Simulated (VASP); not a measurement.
# MgCd2S3 (P3m1) in VASP: settings compared

The runs below take MgCd2S3 through single point, with PBE, LDA.

All numbers are computed with VASP 6.6.1; they aren't measurements. Logs are shortened: lines on timing, memory, paths and dates and some standing lists are left out, and cuts for length are marked.

### 1 The cell of the first run

It takes space group P3m1 (No. 156, trigonal). The conventional cell has a = 4.139 Å, b = 4.139 Å, c = 10.121 Å, α = 90.00°, β = 90.00°, γ = 120.00°. Within 3.3 Å of Mg (site symmetry 3m) lie 4 S at 2.46 to 2.50 Å. Within 3.4 Å of Cd (site symmetry 3m) lie 4 S at 2.55 to 2.57 Å. Cd (site symmetry 3m) has 4 S at 2.55 to 2.56 Å within 3.4 Å. S (site symmetry 3m) has 4 Cd at 2.55 to 2.56 Å within 3.4 Å. S (site symmetry 3m) has 1 Mg at 2.46 Å and 3 Cd at 2.55 Å within 3.3 Å. S (site symmetry 3m) has 3 Mg at 2.50 Å and 1 Cd at 2.57 Å within 3.3 Å.

### 2 Single point, PBE

Input file INCAR:

```
SYSTEM = MgCd2S3
PREC     = Accurate       ! precision mode
ENCUT    = 520            ! plane-wave cutoff, eV
EDIFF    = 1E-6           ! SCF threshold, eV
ISMEAR   = 0              ! smearing method
SIGMA    = 0.1            ! smearing width, eV
LREAL    = .False.        ! projectors in reciprocal space
LASPH    = .True.         ! aspherical terms in the spheres
NELM     = 80             ! most SCF steps
ALGO     = Normal         ! electronic algorithm
ISIF     = 2              ! what is computed and relaxed
LWAVE    = .False.        ! write WAVECAR
LCHARG   = .True.         ! write CHGCAR
GGA      = PE             ! functional
LELF     = .True.         ! ELF
LVHAR    = .True.       
NBANDS   = 31             ! bands
```

Input file KPOINTS:

```
Automatic mesh
0
Gamma
  6 6 2
  0 0 0
```

Input file POSCAR:

```
MgCd2S3
1.0
    4.1392129000      0.0000000000      0.0000000000
   -2.0696064000      3.5846635000      0.0000000000
    0.0000000000      0.0000000000     10.1206946000
Mg Cd S
1 2 3
Direct
    0.0000000000      0.0000000000      0.3312600000
    0.3333333000      0.6666667000      0.0052680000
    0.6666667000      0.3333333000      0.6633330000
    0.6666667000      0.3333333000      0.9164090000
    0.0000000000      0.0000000000      0.5747790000
    0.3333333000      0.6666667000      0.2589510000
```

Potentials or basis: VASP PAW PBE potentials, release 64 (Mg, Cd, S).

Started as:

```bash
cat potpaw_PBE.64/Mg/POTCAR potpaw_PBE.64/Cd/POTCAR potpaw_PBE.64/S/POTCAR > POTCAR
mpirun -np 1 vasp_std > vasp.out
```

OUTCAR:

```text
SYSTEM = MgCd2S3
   PREC = Accurate
   ENCUT = 520
   EDIFF = 1E-6
   ISMEAR = 0
   LREAL = .False.
   LASPH = .True.
   NELM = 80
   ISIF = 2
   GGA = PE

 ion  position               nearest neighbor table
   1  0.000  0.000  0.331-   5 2.46   6 2.50   6 2.50   6 2.50
   2  0.333  0.667  0.005-   4 2.55   4 2.55   4 2.55   6 2.57
   3  0.667  0.333  0.663-   5 2.55   5 2.55   5 2.55   4 2.56
   4  0.667  0.333  0.916-   2 2.55   2 2.55   2 2.55   3 2.56
   5  0.000  0.000  0.575-   1 2.46   3 2.55   3 2.55   3 2.55
   6  0.333  0.667  0.259-   1 2.50   1 2.50   1 2.50   2 2.57

  LATTYP: Found a hexagonal cell.
 ALAT       =     4.1392129000
 C/A-ratio  =     2.4450770822

  Lattice vectors:

 A1 = (   4.1392129000,   0.0000000000,   0.0000000000)
 A2 = (  -2.0696064000,   3.5846635000,   0.0000000000)
 A3 = (   0.0000000000,   0.0000000000,  10.1206946000)

Analysis of symmetry for initial positions (statically):
=====================================================================
 Subroutine PRICEL returns:
 Original cell was already a primitive cell.

 Routine SETGRP: Setting up the symmetry group for a
 hexagonal supercell.

 Subroutine GETGRP returns: Found  6 space group operations
 (whereof  6 operations were pure point group operations)
 out of a pool of 24 trial point group operations.

The static configuration has the point symmetry C_3v.

Analysis of symmetry for dynamics (positions and initial velocities):
=====================================================================
 Subroutine PRICEL returns:
 Original cell was already a primitive cell.

 Routine SETGRP: Setting up the symmetry group for a
 hexagonal supercell.

 Subroutine GETGRP returns: Found  6 space group operations
 (whereof  6 operations were pure point group operations)
 out of a pool of 24 trial point group operations.

The dynamic configuration has the point symmetry C_3v.

 Subroutine INISYM returns: Found  6 space group operations
 (whereof  6 operations are pure point group operations),
 and found     1 'primitive' translations

----------------------------------------------------------------------------------------

                                     Primitive cell

  volume of cell :     150.1677

  direct lattice vectors                    reciprocal lattice vectors
     4.139212900  0.000000000  0.000000000     0.241591825  0.139483103  0.000000000
    -2.069606400  3.584663500  0.000000000     0.000000000  0.278966213  0.000000000
     0.000000000  0.000000000 10.120694600     0.000000000  0.000000000  0.098807447

  length of vectors
     4.139212900  4.139212855 10.120694600     0.278966210  0.278966213  0.098807447

  position of ions in fractional coordinates (direct lattice)
     0.000000000  0.000000000  0.331260000
     0.333333300  0.666666700  0.005268000
     0.666666700  0.333333300  0.663333000
     0.666666700  0.333333300  0.916409000
     0.000000000  0.000000000  0.574779000
     0.333333300  0.666666700  0.258951000

  ion indices of the primitive-cell ions
   primitive index   ion index
                 1           1
                 2           2
                 3           3
                 4           4
                 5           5
                 6           6

----------------------------------------------------------------------------------------

 KPOINTS: Automatic mesh

Automatic generation of k-mesh.
 Grid dimensions read from file:
 generate k-points for:    6    6    2

 Generating k-lattice:

  Cartesian coordinates                     Fractional coordinates (reciprocal lattice)
     0.040265304  0.023247184  0.000000000     0.166666667  0.000000000  0.000000000
     0.000000000  0.046494369  0.000000000     0.000000000  0.166666667  0.000000000
     0.000000000  0.000000000  0.049403724     0.000000000  0.000000000  0.500000000

  Length of vectors
     0.046494368  0.046494369  0.049403724

  Shift w.r.t. Gamma in fractional coordinates (k-lattice)
     0.000000000  0.000000000  0.000000000

 Subroutine IBZKPT returns following result:
 ===========================================

 Found     14 irreducible k-points:

 Following reciprocal coordinates:
            Coordinates               Weight
  0.000000  0.000000  0.000000      1.000000
  0.166667  0.000000  0.000000      6.000000
  0.333333  0.000000  0.000000      6.000000
  0.500000  0.000000  0.000000      3.000000
  0.166667  0.166667  0.000000      6.000000
  0.333333  0.166667  0.000000     12.000000
  0.333333  0.333333  0.000000      2.000000
  0.000000  0.000000  0.500000      1.000000
  0.166667  0.000000  0.500000      6.000000
  0.333333  0.000000  0.500000      6.000000
  0.500000  0.000000  0.500000      3.000000
  0.166667  0.166667  0.500000      6.000000
  0.333333  0.166667  0.500000     12.000000
  0.333333  0.333333  0.500000      2.000000
   k-points           NKPTS =     14   k-points in BZ     NKDIM =     14   number of bands    NBANDS=     31
[... 33 lines left out ...]
  Fermi-wavevector in a.u.,A,eV,Ry     =   1.087344  2.054782 16.086394  1.182317
  Thomas-Fermi vector in A             =   2.223501
   LORBIT       =      0    0 simple, 1 ext, 2 COOP (PROOUT), +10 PAW based schemes
   GGA     = PE    functional components
   LHFCALC =     F    Hartree Fock is set to
   AEXX    =    0.0000 exact exchange contribution
   IVDW    =     0    specifies the selected vdW correction
   LEPSILON=     F    determine dielectric tensor
   LRPA    =     F    only Hartree local field effects (RPA)
 non-spin polarized calculation
 Gauss-broadening in eV      SIGMA  =   0.10
  energy-cutoff  :      520.00
  volume of cell :      150.17
 maximum number of plane-waves:      4075
 NGX is ok and might be reduce to    32

 number of electron      43.9999996 magnetization

 Free energy of the ion-electron system (eV)
  ---------------------------------------------------
  ext. energy  EPLUGINS =         0.00000000
  ---------------------------------------------------
  free energy    TOTEN  =       -20.73633416 eV

  energy without entropy =      -20.73633416  energy(sigma->0) =      -20.73633416

 E-fermi :   1.5369     XC(G=0):  -8.7474

 val. band max:        1.1031649163   @ k =   0.0000   0.0000   0.0000
 cond. band min:       2.6319131152   @ k =   0.0000   0.0000   0.0000
 fundamental gap:      1.5287481989
 Fermi energy:         1.5369349477

 k-point     1 :       0.0000    0.0000    0.0000
  band No.  band energies     occupation
      1     -10.8922      2.00000
      2     -10.6222      2.00000
      3     -10.4035      2.00000
      4      -6.3716      2.00000
      5      -6.3716      2.00000
      6      -6.3028      2.00000
[... 23 lines left out ...]
     30       8.1462      0.00000
     31       8.1462      0.00000

 k-point     2 :       0.1667    0.0000    0.0000
  band No.  band energies     occupation
      1     -10.7991      2.00000
      2     -10.5617      2.00000
      3     -10.3396      2.00000
      4      -6.3329      2.00000
      5      -6.3140      2.00000
      6      -6.2796      2.00000
[... 23 lines left out ...]
     30       8.1441      0.00000
     31       8.2170      0.00000

 k-point     3 :       0.3333    0.0000    0.0000
  band No.  band energies     occupation
      1     -10.6060      2.00000
      2     -10.4383      2.00000
      3     -10.2097      2.00000
      4      -6.2680      2.00000
      5      -6.2614      2.00000
      6      -6.1699      2.00000
[... 23 lines left out ...]
     30       8.5329      0.00000
     31       8.6485      0.00000

 k-point     4 :       0.5000    0.0000    0.0000
  band No.  band energies     occupation
      1     -10.5075      2.00000
      2     -10.3745      2.00000
      3     -10.1430      2.00000
      4      -6.2483      2.00000
      5      -6.2450      2.00000
      6      -6.1572      2.00000
[... 295 lines left out ...]
     30       8.4189      0.00000
     31       8.5349      0.00000

 k-point    13 :       0.3333    0.1667    0.5000
  band No.  band energies     occupation
      1     -10.5090      2.00000
      2     -10.3752      2.00000
      3     -10.1438      2.00000
      4      -6.2527      2.00000
      5      -6.2166      2.00000
      6      -6.1823      2.00000
[... 23 lines left out ...]
     30       8.5288      0.00000
     31       8.7502      0.00000

 k-point    14 :       0.3333    0.3333    0.5000
  band No.  band energies     occupation
      1     -10.4684      2.00000
      2     -10.3350      2.00000
      3     -10.1124      2.00000
      4      -6.2457      2.00000
      5      -6.1943      2.00000
      6      -6.1811      2.00000
[... 23 lines left out ...]
     30       8.4167      0.00000
     31       8.5975      0.00000

------------------------ aborting loop because EDIFF is reached ----------------------------------------

  FORCE on cell =-STRESS in cart. coord.  units (eV):
  Direction    XX          YY          ZZ          XY          YZ          ZX
  --------------------------------------------------------------------------------------
  -------------------------------------------------------------------------------------
  Total        0.1669066      0.1669066      0.1508316      0.0000000     -0.0000000      0.0000000
  in kB        1.7807691      1.7807690      1.6092603      0.0000000     -0.0000000      0.0000000
  external PRESSURE =       1.7235995 kB  Pullay stress =       0.0000000 kB

 VOLUME and BASIS-vectors are now :
 -----------------------------------------------------------------------------
  energy-cutoff  :      520.00
  volume of cell :      150.17
      direct lattice vectors                 reciprocal lattice vectors
     4.139212900  0.000000000  0.000000000     0.241591825  0.139483103  0.000000000
    -2.069606400  3.584663500  0.000000000     0.000000000  0.278966213  0.000000000
     0.000000000  0.000000000 10.120694600     0.000000000  0.000000000  0.098807447

 POSITION                                       TOTAL-FORCE (eV/Angst)
 -----------------------------------------------------------------------------------
      0.00000      0.00000      3.35258         0.000000     -0.000000      0.005129
     -0.00000      2.38978      0.05332        -0.000000      0.000000      0.006062
      2.06961      1.19489      6.71339        -0.000000      0.000000      0.003297
      2.06961      1.19489      9.27470        -0.000000      0.000000     -0.004512
      0.00000      0.00000      5.81716         0.000000     -0.000000     -0.040290
     -0.00000      2.38978      2.62076        -0.000000      0.000000      0.030315
 -----------------------------------------------------------------------------------
    total drift:                                0.000019     -0.000012     -0.000379

  FREE ENERGIE OF THE ION-ELECTRON SYSTEM (eV)
  ---------------------------------------------------
  free  energy   TOTEN  =       -20.7363341626 eV

  energy  without entropy=      -20.7363341626  energy(sigma->0) =      -20.73633416
```

It took 46 s on 1 thread of Intel Xeon Platinum 8488C (Sapphire Rapids), shared host; peak memory 0.29 GiB.

What came out:

```
Free energy            : -20.7363 eV
Pressure               : 0.2 GPa
Largest force          : 0.040 eV/Å
Band gap on the k mesh : 1.53 eV
```

Forces in eV/Å, atoms in the order of the input:
```
Mg   0.000  0.000  0.005
Cd   0.000  0.000  0.006
Cd   0.000  0.000  0.003
S    0.000  0.000 -0.005
S    0.000  0.000 -0.040
S    0.000  0.000  0.030
```

### 3 Single point, PBE

This run uses another cell than the first one: it holds 12 atoms, not 6.

Input file INCAR:

```
  ALGO = Normal
  EDIFF = 1E-6
  ENCUT = 520
  GGA = PE
  ISIF = 2
  ISMEAR = 0
  LASPH = True
  LCHARG = False
  LREAL = False
  LWAVE = False
  NBANDS = 56
  NELM = 100
  PREC = Accurate
  SIGMA = 0.1
```

Input file KPOINTS:

```
k-points
0
Gamma
  6 6 1
```

Input file POSCAR:

```
MgCd2S3
1.0
    4.1392128867     -0.0000000289      0.0000000000
   -2.0696064183      3.5846635260      0.0000000000
    0.0000000000      0.0000000000     20.2413892000
Mg Cd S
2 4 6
Direct
    0.0000000000      0.0000000000      0.1656300000
    0.0000000000      0.0000000000      0.6656300000
    0.3333333333      0.6666666667      0.0026340000
    0.3333333333      0.6666666667      0.5026340000
    0.6666666667      0.3333333333      0.3316665000
    0.6666666667      0.3333333333      0.8316665000
    0.6666666667      0.3333333333      0.4582045000
    0.6666666667      0.3333333333      0.9582045000
    0.0000000000      0.0000000000      0.2873895000
    0.0000000000      0.0000000000      0.7873895000
    0.3333333333      0.6666666667      0.1294755000
    0.3333333333      0.6666666667      0.6294755000
```

Potentials or basis: VASP PAW PBE potentials, release 64 (Mg, Cd, S).

Started as:

```bash
cat potpaw_PBE.64/Mg/POTCAR potpaw_PBE.64/Cd/POTCAR potpaw_PBE.64/S/POTCAR > POTCAR
mpirun -np 1 vasp_std > vasp.out
```

Run time: 1.8 min. Hardware: 1 thread of Intel Xeon Platinum 8488C (Sapphire Rapids), shared host; peak memory 0.43 GiB.

Results (log left out):

```yaml
Free_energy: -41.4727 eV
Pressure: 0.2 GPa
Largest_force: 0.040 eV/Å
Band_gap_on_the_k_mesh: 1.53 eV
```

Forces in eV/Å, atoms in the order of the input:
```
Mg   0.000  0.000  0.005
Mg   0.000  0.000  0.005
Cd   0.000  0.000  0.006
Cd   0.000  0.000  0.006
Cd   0.000  0.000  0.003
Cd   0.000  0.000  0.003
S    0.000  0.000 -0.005
S    0.000  0.000 -0.005
S    0.000  0.000 -0.040
S    0.000  0.000 -0.040
S    0.000  0.000  0.030
S    0.000  0.000  0.030
```

Levels at points of the mesh, in eV from the valence-band top:
| k point | band 42 | band 43 | band 44 | band 45 | band 46 | band 47 |
| --- | --- | --- | --- | --- | --- | --- |
| (0.00, 0.00, 0.00) | -0.05 | 0.00 | 0.00 | 1.53 | 2.42 | 2.75 |
| (0.50, 0.00, 0.00) | -0.85 | -0.74 | -0.68 | 3.28 | 3.53 | 3.97 |

### 4 Single point, PBE

Input file INCAR:

```
SYSTEM = MgCd2S3
ALGO     = Normal         ! electronic algorithm
EDIFF    = 1E-6           ! SCF threshold, eV
ENCUT    = 520            ! plane-wave cutoff, eV
GGA      = PE             ! functional
ISIF     = 2              ! what is computed and relaxed
ISMEAR   = 0              ! smearing method
LASPH    = .TRUE.         ! aspherical terms in the spheres
LCHARG   = .FALSE.        ! write CHGCAR
LREAL    = .FALSE.        ! projectors in reciprocal space
LWAVE    = .FALSE.        ! write WAVECAR
NBANDS   = 31             ! bands
NELM     = 100            ! most SCF steps
PREC     = Accurate       ! precision mode
SIGMA    = 0.02           ! smearing width, eV
```

Input file KPOINTS:

```
k-points
0
G
  12 12 4
  0 0 0
```

Input file POSCAR:

```
MgCd2S3
1.0
    4.1392128867     -0.0000000289      0.0000000000
   -2.0696064183      3.5846635260      0.0000000000
    0.0000000000      0.0000000000     10.1206946000
Mg Cd S
1 2 3
Direct
    0.0000000000      0.0000000000      0.3312600000
    0.3333333333      0.6666666667      0.0052680000
    0.6666666667      0.3333333333      0.6633330000
    0.6666666667      0.3333333333      0.9164090000
    0.0000000000      0.0000000000      0.5747790000
    0.3333333333      0.6666666667      0.2589510000
```

Started as:

```bash
cat potpaw_PBE.64/Mg/POTCAR potpaw_PBE.64/Cd/POTCAR potpaw_PBE.64/S/POTCAR > POTCAR
mpirun -np 1 vasp_std > vasp.out
```

Wall time 3.3 min (1 thread of Intel Xeon Platinum 8488C (Sapphire Rapids), shared host); peak memory 0.47 GiB.

It converged, with:

* Free energy: -20.7396 eV
* Pressure: 0.2 GPa
* Largest force: 0.038 eV/Å
* Band gap on the k mesh: 1.53 eV

Forces on the atoms (eV/Å):
```
Mg   0.000  0.000  0.004
Cd   0.000  0.000  0.006
Cd   0.000  0.000  0.002
S    0.000  0.000 -0.004
S    0.000  0.000 -0.038
S    0.000  0.000  0.030
```

Levels at points of the mesh, in eV from the valence-band top:
| k point | band 18 | band 19 | band 20 | band 21 | band 22 | band 23 | band 24 | band 25 | band 26 | band 27 |
| --- | --- | --- | --- | --- | --- | --- | --- | --- | --- | --- |
| (0.00, 0.00, 0.00) | -0.38 | -0.38 | -0.15 | 0.00 | 0.00 | 1.53 | 3.17 | 3.83 | 6.57 | 6.68 |
| (0.50, 0.00, 0.00) | -1.69 | -1.49 | -1.32 | -1.07 | -0.85 | 3.53 | 3.97 | 4.19 | 4.82 | 5.97 |
| (0.00, 0.00, 0.50) | -1.03 | -0.33 | -0.33 | -0.05 | -0.05 | 2.42 | 2.75 | 3.75 | 6.21 | 6.66 |
| (0.50, 0.00, 0.50) | -1.86 | -1.58 | -1.35 | -0.74 | -0.68 | 3.28 | 4.05 | 4.26 | 4.88 | 5.50 |

A k mesh can miss the band edges.

### 5 Single point, LDA

Input file INCAR:

```
  PREC = Accurate
  ENCUT = 520
  EDIFF = 1E-6
  ISMEAR = 0
  SIGMA = 0.02
  LREAL = False
  LASPH = True
  NELM = 60
  ALGO = Normal
  ISIF = 2
  LWAVE = False
  LCHARG = True
  GGA = CA
  LELF = True
  LVHAR = True
  NBANDS = 31
```

Input file KPOINTS:

```
Automatic mesh
0
Gamma
  12 12 4
```

POSCAR is that of step 4.

Potentials or basis: VASP PAW LDA potentials, release 64 (Mg, Cd, S).

Started as:

```bash
cat potpaw_LDA.64/Mg/POTCAR potpaw_LDA.64/Cd/POTCAR potpaw_LDA.64/S/POTCAR > POTCAR
mpirun -np 1 vasp_std > vasp.out
```

Wall time 3.1 min (1 thread of Intel Xeon Platinum 8488C (Sapphire Rapids), shared host); peak memory 0.42 GiB.

The run converged. Its results:

- Free energy: -24.0760 eV
- Pressure: -4.2 GPa
- Largest force: 0.141 eV/Å
- Band gap on the k mesh: 1.29 eV

Forces in eV/Å, atoms in the order of the input:
```
Mg   0.000  0.000 -0.001
Cd   0.000  0.000  0.012
Cd   0.000  0.000 -0.030
S    0.000  0.000  0.016
S    0.000  0.000  0.141
S    0.000  0.000 -0.137
```

Stress tensor (GPa, compression positive):
```
-4.14  0.00  0.00
 0.00 -4.14  0.00
 0.00  0.00 -4.36
```

Levels at points of the mesh, in eV from the valence-band top:
```csv
k point,band 18,band 19,band 20,band 21,band 22,band 23,band 24,band 25,band 26,band 27
"(0.00, 0.00, 0.00)",-0.40,-0.40,-0.15,0.00,0.00,1.29,2.95,3.61,6.37,6.48
"(0.50, 0.00, 0.00)",-1.72,-1.53,-1.35,-1.08,-0.87,3.30,3.78,4.00,4.61,5.78
"(0.00, 0.00, 0.50)",-1.01,-0.34,-0.34,-0.05,-0.05,2.22,2.54,3.53,6.02,6.45
"(0.50, 0.00, 0.50)",-1.91,-1.59,-1.39,-0.75,-0.69,3.06,3.84,4.04,4.72,5.32
```

Caveat: the cell stands under tension.

### 6 Overview

| level | potentials or basis | cell | k mesh | smearing | gap on the mesh (eV) | pressure (GPa) | largest force (eV/Å) |
| --- | --- | --- | --- | --- | --- | --- | --- |
| PBE | VASP PAW PBE potentials, release 64 (Mg, Cd, S) | a = 4.139, b = 4.139, c = 10.121 Å, angles 90.0, 90.0, 120.0°, 6 atoms, atomic positions A | 6 × 6 × 2 | gaussian 0.1 eV | 1.53 | 0.2 | 0.04 |
| PBE | VASP PAW PBE potentials, release 64 (Mg, Cd, S) | a = 4.139, b = 4.139, c = 20.241 Å, angles 90.0, 90.0, 120.0°, 12 atoms, atomic positions B | 6 × 6 × 1 | gaussian 0.1 eV | 1.53 | 0.2 | 0.04 |
| PBE | VASP PAW PBE potentials, release 64 (Mg, Cd, S) | a = 4.139, b = 4.139, c = 10.121 Å, angles 90.0, 90.0, 120.0°, 6 atoms, atomic positions A | 12 × 12 × 4 | gaussian 0.02 eV | 1.53 | 0.2 | 0.04 |
| LDA | VASP PAW LDA potentials, release 64 (Mg, Cd, S) | a = 4.139, b = 4.139, c = 10.121 Å, angles 90.0, 90.0, 120.0°, 6 atoms, atomic positions A | 12 × 12 × 4 | gaussian 0.02 eV | 1.29 | -4.2 | 0.14 |

Alike in all rows: task single point; no spin polarisation; cutoff (eV) 520.

Caveats: the cell stands under tension (at least some runs).

Absolute energies hang on the potentials; compare differences alone.
